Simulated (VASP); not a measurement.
# CoSi2 (Cm) in VASP: single point with PBEsol

Aim: the single point of CoSi2 with PBEsol.

Program: VASP 6.6.1. These are calculated values, not measurements. Logs are shortened: lines on timing, memory, paths and dates and some standing lists are left out, and cuts for length are marked.

## Step 1: The cell of the first run

The structure is monoclinic, space group Cm (No. 8). The conventional cell has a = 5.313 Å, b = 5.313 Å, c = 3.757 Å, α = 90.00°, β = 135.00°, γ = 90.00°. Co (site symmetry m) has 8 Si at 2.12 to 2.49 Å within 2.8 Å. Within 2.9 Å of Si (site symmetry 1) lie 4 Co at 2.12 to 2.49 Å and 6 Si at 2.45 to 2.86 Å.

## Step 2: Single point, PBEsol (atoms displaced along several vibrational modes)

Input file INCAR:

```
  PREC = Accurate
  ENCUT = 600
  EDIFF = 1E-6
  ISMEAR = 0
  SIGMA = 0.15
  LREAL = False
  LASPH = True
  NELM = 120
  ALGO = Normal
  ISIF = 2
  LWAVE = False
  LCHARG = False
  GGA = PS
  NBANDS = 16
  GGA_COMPAT = False
```

Input file KPOINTS:

```
regular mesh
0
Gamma
  14 14 14
```

Input file POSCAR:

```
CoSi2
1.0
    0.0000000000      2.6563531747      2.6563531747
    2.6563531747      0.0000000000      2.6563531747
    2.6563531747      2.6563531747      0.0000000000
Co Si
1 2
Direct
    0.0200930866     -0.0200930866     -0.0200930866
    0.2094745153      0.2905254847      0.2516375835
    0.7483624165      0.7516375835      0.7905254847
```

Potentials or basis: VASP PAW PBE potentials, release 64 (Co, Si).

On the command line:

```
> cat potpaw_PBE.64/Co/POTCAR potpaw_PBE.64/Si/POTCAR > POTCAR
> mpirun -np 1 vasp_std > vasp.out
```

OUTCAR:

```text
PREC = Accurate
   ENCUT = 600
   EDIFF = 1E-6
   ISMEAR = 0
   LREAL = False
   LASPH = True
   NELM = 120
   ISIF = 2
   GGA = PS

 ion  position               nearest neighbor table
   1  0.020  0.980  0.980-   3 2.12   2 2.12   2 2.25   3 2.25   2 2.38   3 2.38   3 2.49   2 2.49

   2  0.209  0.291  0.252-   1 2.12   1 2.25   1 2.38   3 2.45   1 2.49   3 2.66   3 2.66   3 2.66
                             3 2.66   3 2.86
   3  0.748  0.752  0.791-   1 2.12   1 2.25   1 2.38   2 2.45   1 2.49   2 2.66   2 2.66   2 2.66
                             2 2.66   2 2.86

  LATTYP: Found a face centered cubic cell.
 ALAT       =     5.3127063494

  Lattice vectors:

 A1 = (   0.0000000000,   2.6563531747,   2.6563531747)
 A2 = (   2.6563531747,   0.0000000000,   2.6563531747)
 A3 = (   2.6563531747,   2.6563531747,   0.0000000000)

Analysis of symmetry for initial positions (statically):
=====================================================================
 Subroutine PRICEL returns:
 Original cell was already a primitive cell.

 Routine SETGRP: Setting up the symmetry group for a
 face centered cubic supercell.

 Subroutine GETGRP returns: Found  2 space group operations
 (whereof  2 operations were pure point group operations)
 out of a pool of 48 trial point group operations.

The static configuration has the point symmetry C_1h.

Analysis of symmetry for dynamics (positions and initial velocities):
=====================================================================
 Subroutine PRICEL returns:
 Original cell was already a primitive cell.

 Routine SETGRP: Setting up the symmetry group for a
 face centered cubic supercell.

 Subroutine GETGRP returns: Found  2 space group operations
 (whereof  2 operations were pure point group operations)
 out of a pool of 48 trial point group operations.

The dynamic configuration has the point symmetry C_1h.

 Subroutine INISYM returns: Found  2 space group operations
 (whereof  2 operations are pure point group operations),
 and found     1 'primitive' translations

----------------------------------------------------------------------------------------

                                     Primitive cell

  volume of cell :      37.4876

  direct lattice vectors                    reciprocal lattice vectors
     0.000000000  2.656353175  2.656353175    -0.188227983  0.188227983  0.188227983
     2.656353175  0.000000000  2.656353175     0.188227983 -0.188227983  0.188227983
     2.656353175  2.656353175  0.000000000     0.188227983  0.188227983 -0.188227983

  length of vectors
[... 86 lines left out ...]
   EDIFFG = 0.1E-04   stopping-criterion for IOM
   NSW    =      0    number of steps for IOM
   IBRION =     -1    ionic relax: 0-MD 1-quasi-New 2-CG
   NFREE  =      0    steps in history (QN), initial steepest desc. (CG)
   ISIF   =      2    stress and relaxation
   ISYM   =      2    0-nonsym 1-usesym 2-fastsym
   POTIM  = 0.5000    time-step for ionic-motion
   TEBEG  =    0.0;   TEEND  =   0.0 temperature during run
   PSTRESS=    0.0 pullay stress
   NELECT =      17.0000    total number of electrons
   NUPDOWN=      -1.0000    fix difference up-down
   EMIN   =  10.00;   EMAX   =-10.00  energy-range for DOS
   EFERMI =   0.00;   METHOD = LEGACY
   ISMEAR =     0;   SIGMA  =   0.15  broadening in eV -4-tet -1-fermi 0-gaus
   EFERMI_NEDOS =   21; number of points for ismear=-14 and -15
   IALGO  =     38    algorithm
   IMIX   =      4    mixing-type and parameters
     AMIX     =   0.40;   BMIX     =  1.00
     AMIX_MAG =   1.60;   BMIX_MAG =  1.00
  volume/ion in A,a.u.               =      12.50        84.33
  Fermi-wavevector in a.u.,A,eV,Ry     =   1.257753  2.376808 21.523632  1.581942
  Thomas-Fermi vector in A             =   2.391396
   LORBIT       =      0    0 simple, 1 ext, 2 COOP (PROOUT), +10 PAW based schemes
   GGA     = PS    functional components
   LHFCALC =     F    Hartree Fock is set to
   AEXX    =    0.0000 exact exchange contribution
   IVDW    =     0    specifies the selected vdW correction
   LEPSILON=     F    determine dielectric tensor
   LRPA    =     F    only Hartree local field effects (RPA)
 non-spin polarized calculation
 Gauss-broadening in eV      SIGMA  =   0.15
  energy-cutoff  :      600.00
  volume of cell :       37.49
 maximum number of plane-waves:      1268
   NGX = 15   NGY = 15   NGZ = 15

 number of electron      17.0000000 magnetization

 Free energy of the ion-electron system (eV)
  ---------------------------------------------------
  ext. energy  EPLUGINS =         0.00000000
  ---------------------------------------------------
  free energy    TOTEN  =       -20.54169279 eV

  energy without entropy =      -20.52990904  energy(sigma->0) =      -20.53580092

 E-fermi :  10.3759     XC(G=0): -11.9528

 val. band max:       10.3754304965   @ k =   0.2143  -0.0714  -0.1429
 cond. band min:      10.3812964431   @ k =   0.2857   0.1429   0.0714
 fundamental gap:      0.0058659466
 Fermi energy:        10.3758782103

 k-point     1 :       0.0000    0.0000    0.0000
  band No.  band energies     occupation
      1      -3.0094      2.00000
      2       5.9850      2.00000
      3       6.0395      2.00000
      4       6.2603      2.00000
      5       8.2431      2.00000
      6       8.3191      2.00000
[... 433 lines left out ...]
      3       6.0601      2.00000
      4       6.1624      2.00000
      5       8.0838      2.00000
      6       8.3310      2.00000
[... 8 lines left out ...]
     15      16.4749      0.00000
     16      16.6782      0.00000

 [... further k-points ...]

------------------------ aborting loop because EDIFF is reached ----------------------------------------

  FORCE on cell =-STRESS in cart. coord.  units (eV):
  Direction    XX          YY          ZZ          XY          YZ          ZX
  --------------------------------------------------------------------------------------
  -------------------------------------------------------------------------------------
  Total        0.8297884      1.9733349      1.4906950      0.0000000      0.0000000      2.0726816
  in kB       35.4642281     84.3381250     63.7106338      0.0000000      0.0000000     88.5840922
  external PRESSURE =      61.1709956 kB  Pullay stress =       0.0000000 kB

 VOLUME and BASIS-vectors are now :
 -----------------------------------------------------------------------------
  energy-cutoff  :      600.00
  volume of cell :       37.49
      direct lattice vectors                 reciprocal lattice vectors
     0.000000000  2.656353175  2.656353175    -0.188227983  0.188227983  0.188227983
     2.656353175  0.000000000  2.656353175     0.188227983 -0.188227983  0.188227983
     2.656353175  2.656353175  0.000000000     0.188227983  0.188227983 -0.188227983

 POSITION                                       TOTAL-FORCE (eV/Angst)
 -----------------------------------------------------------------------------------
      5.20596      2.65635      2.65635         2.849025      0.000000      1.064045
      1.44018      1.22488      1.32818        -1.424512      1.439907     -0.532022
      4.09653      4.08783      3.98453        -1.424512     -1.439907     -0.532022
 -----------------------------------------------------------------------------------
    total drift:                                0.000278     -0.000002     -0.000038

  FREE ENERGIE OF THE ION-ELECTRON SYSTEM (eV)
  ---------------------------------------------------
  free  energy   TOTEN  =       -20.5416927940 eV

  energy  without entropy=      -20.5299090395  energy(sigma->0) =      -20.53580092
```

OSZICAR:

```text
N       E                     dE             d eps       ncg     rms          rms(c)
DAV:   1     0.658154421866E+02    0.65815E+02   -0.75045E+03 23808   0.115E+03
DAV:   2    -0.184255586658E+02   -0.84241E+02   -0.75194E+02 26392   0.219E+02
DAV:   3    -0.220691742770E+02   -0.36436E+01   -0.35684E+01 31288   0.497E+01
DAV:   4    -0.221332289515E+02   -0.64055E-01   -0.64003E-01 28560   0.618E+00
DAV:   5    -0.221351751180E+02   -0.19462E-02   -0.19461E-02 31928   0.113E+00    0.155E+01
DAV:   6    -0.252984082572E+02   -0.31632E+01   -0.23555E+01 25000   0.104E+02    0.166E+01
DAV:   7    -0.206049186863E+02    0.46935E+01   -0.10740E+01 30040   0.820E+01    0.364E+00
DAV:   8    -0.205760875463E+02    0.28831E-01   -0.73354E-01 29144   0.534E+00    0.187E+00
DAV:   9    -0.205421705366E+02    0.33917E-01   -0.86567E-02 29792   0.562E+00    0.484E-01
DAV:  10    -0.205417132993E+02    0.45724E-03   -0.58984E-03 34032   0.100E+00    0.105E-01
DAV:  11    -0.205416890195E+02    0.24280E-04   -0.43935E-04 35272   0.344E-01    0.503E-02
DAV:  12    -0.205416925813E+02   -0.35618E-05   -0.30345E-05 32800   0.702E-02    0.734E-03
DAV:  13    -0.205416927940E+02   -0.21273E-06   -0.26016E-06 28424   0.240E-02
   1 F= -.20541693E+02 E0= -.20535801E+02  d E =-.117838E-01
```

Wall time 14 min (1 thread of Oxide Virtual Turin-like, shared host); peak memory 0.58 GiB.

What came out:

* Free energy: -20.5417 eV
* Pressure: 6.1 GPa
* Largest force: 3.041 eV/Å
* Band gap on the k mesh: zero (an odd number of electrons rules out a gap without spin polarisation)

Forces on the atoms (eV/Å):
```
Co   2.849  0.000  1.064
Si  -1.425  1.440 -0.532
Si  -1.425 -1.440 -0.532
```

Caveat: the cell differs from its parent crystal (atoms displaced along several vibrational modes); the cell stands under pressure; the PAW data sets were made with another functional, which shifts forces and pressure a little; an odd number of electrons without spin polarisation forces a metal; a magnetic or distorted state may lie lower. Spin polarisation is off, so any magnetic state and its effect on volume and gap are missing.
